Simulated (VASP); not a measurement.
# LiTi12 (a cell with a defect) in VASP: further runs

LiTi12 (a cell with a defect) is run at these levels: PBE; tasks: single point.

All numbers are computed with VASP 6.6.1; they aren't measurements. Logs are shortened: lines on timing, memory, paths and dates and some standing lists are left out, and cuts for length are marked.

**1. The cell of the first run**

The cell holds a defect, 13 atoms: a = 5.900 Å, b = 8.850 Å, c = 4.685 Å, α = 90.00°, β = 90.00°, γ = 120.00°.

**2. Single point, PBE**

The input, INCAR:

```
PREC = Accurate
ENCUT = 520
EDIFF = 1E-7
ISMEAR = -1
SIGMA = 0.1
LREAL = False
LASPH = True
NELM = 60
ALGO = Normal
ISIF = 2
LWAVE = False
LCHARG = False
GGA = PE
NBANDS = 86
```

The input, KPOINTS:

```
Automatic mesh
0
Gamma
  3 2 4
```

The input, POSCAR:

```
LiTi12
1.0
    5.9000000000      0.0000000000      0.0000000000
   -4.4250000000      7.6643250000      0.0000000000
    0.0000000000      0.0000000000      4.6846000000
Ti Li
12 1
Direct
    0.0111888710      0.0478450483     -0.0389574350
    0.1544953537      0.2101293982      0.4618537335
   -0.1171259126      0.3087812691      0.1244716731
    0.2434557330      0.6015793954      0.4850787687
    0.0132180447      0.6748669974     -0.0522136362
    0.1110649001      0.8746628046      0.4630064467
    0.4581731087     -0.0451703183     -0.0425863468
    0.6842188627      0.2217155457      0.5811168510
    0.4928614378      0.2895101656      0.0518720915
    0.6825558112      0.5434529460      0.4967339794
    0.5882953814      0.7038062713     -0.0178670538
    0.6943847186      0.9023886644      0.4708619733
    0.2139462908      0.3930809302      0.8686120480
```

Potentials or basis: VASP PAW PBE potentials, release 64 (Ti_sv, Li_sv).

Command:

```
cat potpaw_PBE.64/Ti_sv/POTCAR potpaw_PBE.64/Li_sv/POTCAR > POTCAR
mpirun -np 1 vasp_std > vasp.out
```

OUTCAR:

```text
PREC = Accurate
   ENCUT = 520
   EDIFF = 1E-7
   ISMEAR = -1
   LREAL = False
   LASPH = True
   NELM = 60
   ISIF = 2
   GGA = PE

 ion  position               nearest neighbor table
   1  0.011  0.048  0.961-   9 2.60   2 2.65   2 2.66  13 2.70  11 2.81  12 2.83   3 2.87  12 2.91

   2  0.154  0.210  0.462-  13 2.41   9 2.60   1 2.65   1 2.66   3 2.69  12 2.72   6 2.85   8 2.88

   3  0.883  0.309  0.124-  13 2.09   9 2.25   8 2.37   2 2.69   8 2.75   1 2.87
   4  0.243  0.602  0.485-  13 2.52  12 2.66   5 2.80  10 2.88   6 2.89
   5  0.013  0.675  0.948-   7 2.56  11 2.65  10 2.71   6 2.76   4 2.80   6 2.87
   6  0.111  0.875  0.463-  12 2.59   5 2.76  10 2.76   2 2.85   5 2.87   4 2.89
   7  0.458  0.955  0.957-   5 2.56  11 2.69   8 2.70  12 2.83   9 2.90
   8  0.684  0.222  0.581-   3 2.37   9 2.68   7 2.70   3 2.75  10 2.88   2 2.88  12 2.90   9 2.91

   9  0.493  0.290  0.052-   3 2.25  13 2.41   1 2.60   2 2.60   8 2.68  10 2.85   7 2.90   8 2.91

  10  0.683  0.543  0.497-   5 2.71   6 2.76   9 2.85  11 2.88   8 2.88   4 2.88
  11  0.588  0.704  0.982-  13 2.58   5 2.65   7 2.69  12 2.76   1 2.81  12 2.85  10 2.88
  12  0.694  0.902  0.471-   6 2.59   4 2.66   2 2.72  11 2.76   7 2.83   1 2.83  11 2.85   8 2.90
                             1 2.91
  13  0.214  0.393  0.869-   3 2.09   9 2.41   2 2.41   4 2.52  11 2.58   1 2.70

  LATTYP: Found a simple monoclinic cell.
 ALAT       =     5.9000000000
 B/A-ratio  =     0.7940000000
 C/A-ratio  =     1.3228756849
 COS(beta)  =    -0.1889822323

  Lattice vectors:

 A1 = (   5.9000000000,   0.0000000000,   0.0000000000)
 A2 = (   0.0000000000,   0.0000000000,   4.6846000000)
 A3 = (  -1.4750000000,  -7.6643250000,   0.0000000000)

Analysis of symmetry for initial positions (statically):
=====================================================================
 Subroutine PRICEL returns:
 Original cell was already a primitive cell.

 Routine SETGRP: Setting up the symmetry group for a
 simple monoclinic supercell.

 Subroutine GETGRP returns: Found  1 space group operations
 (whereof  1 operations were pure point group operations)
 out of a pool of  4 trial point group operations.

The static configuration has the point symmetry C_1 .

Analysis of symmetry for dynamics (positions and initial velocities):
=====================================================================
 Subroutine PRICEL returns:
 Original cell was already a primitive cell.

 Routine SETGRP: Setting up the symmetry group for a
 simple monoclinic supercell.

 Subroutine GETGRP returns: Found  1 space group operations
 (whereof  1 operations were pure point group operations)
 out of a pool of  4 trial point group operations.

The dynamic configuration has the point symmetry C_1 .

 Subroutine INISYM returns: Found  1 space group operations
 (whereof  1 operations are pure point group operations),
 and found     1 'primitive' translations

----------------------------------------------------------------------------------------

                                     Primitive cell

  volume of cell :     211.8354

  direct lattice vectors                    reciprocal lattice vectors
     5.900000000  0.000000000  0.000000000     0.169491525  0.097855976  0.000000000
    -4.425000000  7.664325000  0.000000000     0.000000000  0.130474634  0.000000000
     0.000000000  0.000000000  4.684600000     0.000000000  0.000000000  0.213465397

  length of vectors
     5.900000000  8.850000153  4.684600000     0.195711955  0.130474634  0.213465397

  position of ions in fractional coordinates (direct lattice)
     0.011188871  0.047845048  0.961042565
     0.154495354  0.210129398  0.461853733
     0.882874087  0.308781269  0.124471673
     0.243455733  0.601579395  0.485078769
     0.013218045  0.674866997  0.947786364
     0.111064900  0.874662805  0.463006447
     0.458173109  0.954829682  0.957413653
     0.684218863  0.221715546  0.581116851
     0.492861438  0.289510166  0.051872092
     0.682555811  0.543452946  0.496733979
     0.588295381  0.703806271  0.982132946
     0.694384719  0.902388664  0.470861973
     0.213946291  0.393080930  0.868612048

  ion indices of the primitive-cell ions
   primitive index   ion index
                 1           1
                 2           2
                 3           3
                 4           4
                 5           5
                 6           6
                 7           7
                 8           8
                 9           9
                10          10
                11          11
                12          12
                13          13

----------------------------------------------------------------------------------------

 KPOINTS: Automatic mesh

Automatic generation of k-mesh.
 Grid dimensions read from file:
 generate k-points for:    3    2    4

 Generating k-lattice:

  Cartesian coordinates                     Fractional coordinates (reciprocal lattice)
     0.056497175  0.032618659  0.000000000     0.333333333  0.000000000  0.000000000
     0.000000000  0.065237317  0.000000000     0.000000000  0.500000000  0.000000000
     0.000000000  0.000000000  0.053366349     0.000000000  0.000000000  0.250000000

  Length of vectors
     0.065237318  0.065237317  0.053366349

  Shift w.r.t. Gamma in fractional coordinates (k-lattice)
     0.000000000  0.000000000  0.000000000

 -----------------------------------------------------------------------------
|                                                                             |
|           W    W    AA    RRRRR   N    N  II  N    N   GGGG   !!!           |
|           W    W   A  A   R    R  NN   N  II  NN   N  G    G  !!!           |
|           W    W  A    A  R    R  N N  N  II  N N  N  G       !!!           |
|           W WW W  AAAAAA  RRRRR   N  N N  II  N  N N  G  GGG   !            |
|           WW  WW  A    A  R   R   N   NN  II  N   NN  G    G                |
|           W    W  A    A  R    R  N    N  II  N    N   GGGG   !!!           |
|                                                                             |
|     Your reciprocal lattice and k-lattice belong to different lattice       |
|     classes:                                                                |
|                                                                             |
|        The reciprocal lattice is simple monoclinic,                         |
|        whereas your k-lattice is hexagonal.                                 |
|                                                                             |
|     Results are often still useful ...                                      |
|                                                                             |
 -----------------------------------------------------------------------------

 Subroutine IBZKPT returns following result:
 ===========================================

 Found     14 irreducible k-points:

 Following reciprocal coordinates:
            Coordinates               Weight
  0.000000  0.000000  0.000000      1.000000
  0.333333 -0.000000  0.000000      2.000000
  0.000000  0.500000  0.000000      1.000000
  0.333333  0.500000  0.000000      2.000000
  0.000000  0.000000  0.250000      2.000000
  0.333333 -0.000000  0.250000      2.000000
 -0.333333  0.000000  0.250000      2.000000
  0.000000  0.500000  0.250000      2.000000
  0.333333  0.500000  0.250000      2.000000
 -0.333333  0.500000  0.250000      2.000000
  0.000000  0.000000  0.500000      1.000000
  0.333333 -0.000000  0.500000      2.000000
  0.000000  0.500000  0.500000      1.000000
  0.333333  0.500000  0.500000      2.000000
   k-points           NKPTS =     14   k-points in BZ     NKDIM =     14   number of bands    NBANDS=     86
   number of dos      NEDOS =    301   number of ions     NIONS =     13
   total plane-waves  NPLWV = 120960
   dimension x,y,z NGX =    48 NGY =   70 NGZ =   36
   dimension x,y,z NGXF=    96 NGYF=  140 NGZF=   72
   ions per type =              12   1
   NGX,Y,Z   is equivalent  to a cutoff of  13.53, 13.15, 12.78 a.u.
   NGXF,Y,Z  is equivalent  to a cutoff of  27.05, 26.30, 25.55 a.u.
 SYSTEM =  unknown system
   PREC   = accura    normal or accurate (medium, high low for compatibility)
   ISTART =      0    job   : 0-new  1-cont  2-samecut
   ICHARG =      2    charge: 1-file 2-atom 10-const
   ISPIN  =      1    spin polarized calculation?
   LNONCOLLINEAR =      F non collinear calculations
   LSORBIT =      F    spin-orbit coupling
   LASPH  =      T    aspherical Exc in radial PAW
   ENCUT  =  520.0 eV  38.22 Ry    6.18 a.u.  10.97 16.46  8.71*2*pi/ulx,y,z
   NELM   =     60;   NELMIN=  2; NELMDL= -5     # of ELM steps
   EDIFF  = 0.1E-06   stopping-criterion for ELM
   LREAL  =      F    real-space projection
   EDIFFG = 0.1E-05   stopping-criterion for IOM
   NSW    =      0    number of steps for IOM
   IBRION =     -1    ionic relax: 0-MD 1-quasi-New 2-CG
   NFREE  =      0    steps in history (QN), initial steepest desc. (CG)
   ISIF   =      2    stress and relaxation
   ISYM   =      2    0-nonsym 1-usesym 2-fastsym
   POTIM  = 0.5000    time-step for ionic-motion
   TEBEG  =    0.0;   TEEND  =   0.0 temperature during run
   PSTRESS=    0.0 pullay stress
   NELECT =     147.0000    total number of electrons
   NUPDOWN=      -1.0000    fix difference up-down
   EMIN   =  10.00;   EMAX   =-10.00  energy-range for DOS
   EFERMI =   0.00;   METHOD = LEGACY
   ISMEAR =    -1;   SIGMA  =   0.10  broadening in eV -4-tet -1-fermi 0-gaus
   EFERMI_NEDOS =   21; number of points for ismear=-14 and -15
   IALGO  =     38    algorithm
   IMIX   =      4    mixing-type and parameters
     AMIX     =   0.40;   BMIX     =  1.00
     AMIX_MAG =   1.60;   BMIX_MAG =  1.00
  volume/ion in A,a.u.               =      16.30       109.96
  Fermi-wavevector in a.u.,A,eV,Ry     =   1.449376  2.738924 28.581642  2.100691
  Thomas-Fermi vector in A             =   2.567110
   LORBIT       =      0    0 simple, 1 ext, 2 COOP (PROOUT), +10 PAW based schemes
   GGA     = PE    functional components
   LHFCALC =     F    Hartree Fock is set to
   AEXX    =    0.0000 exact exchange contribution
   IVDW    =     0    specifies the selected vdW correction
   LEPSILON=     F    determine dielectric tensor
   LRPA    =     F    only Hartree local field effects (RPA)
 non-spin polarized calculation
  energy-cutoff  :      520.00
  volume of cell :      211.84
 maximum number of plane-waves:      5706
 NGX is ok and might be reduce to    48
   NGX = 21   NGY = 33   NGZ = 17

 number of electron     147.0000000 magnetization

 Free energy of the ion-electron system (eV)
  ---------------------------------------------------
  ext. energy  EPLUGINS =         0.00000000
  ---------------------------------------------------
  free energy    TOTEN  =       -92.33808778 eV

  energy without entropy =      -91.75573614  energy(sigma->0) =      -92.04691196

 E-fermi :   8.1769     XC(G=0): -11.4870

 val. band max:        8.1693562655   @ k =   0.3333  -0.0000   0.5000
 cond. band min:       8.1807134592   @ k =   0.3333   0.5000   0.0000
 fundamental gap:      0.0113571937
 Fermi energy:         8.1768802125

 k-point     1 :       0.0000    0.0000    0.0000
  band No.  band energies     occupation
      1     -48.4910      2.00000
      2     -48.4204      2.00000
      3     -48.3711      2.00000
      4     -48.3283      2.00000
      5     -48.3108      2.00000
      6     -48.2600      2.00000
[... 1221 lines left out ...]
     84       9.1626      0.00010
     85       9.1990      0.00007
 [bands above 85 left out]

------------------------ aborting loop because EDIFF is reached ----------------------------------------

  FORCE on cell =-STRESS in cart. coord.  units (eV):
  Direction    XX          YY          ZZ          XY          YZ          ZX
  --------------------------------------------------------------------------------------
  -------------------------------------------------------------------------------------
  Total       10.9646830      6.6875156      8.6067011      2.9445858     -0.9282103     -2.4255225
  in kB       82.9293429     50.5797818     65.0951852     22.2708280     -7.0203463    -18.3449888
  external PRESSURE =      66.2014367 kB  Pullay stress =       0.0000000 kB

 VOLUME and BASIS-vectors are now :
 -----------------------------------------------------------------------------
  energy-cutoff  :      520.00
  volume of cell :      211.84
      direct lattice vectors                 reciprocal lattice vectors
     5.900000000  0.000000000  0.000000000     0.169491525  0.097855976  0.000000000
    -4.425000000  7.664325000  0.000000000     0.000000000  0.130474634  0.000000000
     0.000000000  0.000000000  4.684600000     0.000000000  0.000000000  0.213465397

 POSITION                                       TOTAL-FORCE (eV/Angst)
 -----------------------------------------------------------------------------------
     -0.14570      0.36670      4.50210        -0.047249     -1.546301     -0.275000
     -0.01830      1.61050      2.16360         0.678568      0.211018      0.136742
      3.84260      2.36660      0.58310         0.245097      0.418420     -0.377736
     -1.22560      4.61070      2.27240        -0.855713     -0.258879     -0.660535
     -2.90830      5.17240      4.44000         0.265145     -1.019440      0.671870
     -3.21510      6.70370      2.16900         0.844299      0.960482     -0.278265
     -1.52190      7.31813      4.48510        -0.132798      0.738320      0.371491
      3.05580      1.69930      2.72230        -0.341737     -0.358532      0.470785
      1.62680      2.21890      0.24300        -0.586589      0.506904      0.241065
      1.62230      4.16520      2.32700        -0.050387     -0.266960     -0.327526
      0.35660      5.39420      4.60090        -0.148202     -0.523597      0.142534
      0.10380      6.91620      2.20580        -0.517743      0.005586      0.007106
     -0.47710      3.01270      4.06910         0.647309      1.132979     -0.122530
 -----------------------------------------------------------------------------------
    total drift:                               -0.000045      0.000476     -0.000299

  FREE ENERGIE OF THE ION-ELECTRON SYSTEM (eV)
  ---------------------------------------------------
  free  energy   TOTEN  =       -92.3380877818 eV

  energy  without entropy=      -91.7557361416  energy(sigma->0) =      -92.04691196
```

It took 18 min on 1 thread of Intel Xeon Platinum 8375C at 2.90GHz (Ice Lake), shared host; peak memory 0.41 GiB.

What came out:

```
Free energy            : -92.3381 eV
Largest force          : 1.571 eV/Å
Band gap on the k mesh : zero (an odd number of electrons rules out a gap without spin polarisation)
```

Forces in eV/Å, atoms in the order of the input:
```
Ti  -0.047 -1.546 -0.275
Ti   0.679  0.211  0.137
Ti   0.245  0.418 -0.378
Ti  -0.856 -0.259 -0.661
Ti   0.265 -1.019  0.672
Ti   0.844  0.960 -0.278
Ti  -0.133  0.738  0.371
Ti  -0.342 -0.359  0.471
Ti  -0.587  0.507  0.241
Ti  -0.050 -0.267 -0.328
Ti  -0.148 -0.524  0.143
Ti  -0.518  0.006  0.007
Li   0.647  1.133 -0.123
```

Caveat: the k points lie up to 0.41 Å⁻¹ apart, too coarse for converged energies and pressures of a metal; the cutoff is under 1.25 times the usual one of these potentials, so pressure, stress and relaxed cells hold a basis-set (Pulay) error.

[end of part 1 of 2]
